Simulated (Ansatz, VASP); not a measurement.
**Two plane-wave programs on ZrH2**

```
Zr H
1.0
     0.00000    2.40923    2.40923
     2.40923    0.00000    2.40923
     2.40923    2.40923    0.00000
Zr H
1 2
Cartesian
  0.0000 0.0000 0.0000
  3.6138 3.6138 3.6138
  1.2046 1.2046 1.2046
```

Alike in both runs: task single point; functional LDA; k mesh 10 × 10 × 10; occupations fermi-dirac, width 0.1 eV; no spin polarisation.

```csv
,VASP,Ansatz
version,VASP 6.6.1,Ansatz 0.2.0
potentials or method,"VASP PAW LDA potentials, release 64 (Zr_sv, H), cutoff 520 eV","plane waves, PAW"
valence electrons in the cell,14,14
```

```csv
,VASP,Ansatz,Ansatz less VASP
pressure (GPa),-6.7,-6.9,-0.17
```

LDA's correlation is that of Perdew and Zunger in VASP and of Perdew and Wang (1992) in Ansatz. Ansatz's warnings: stress scf threshold loose.
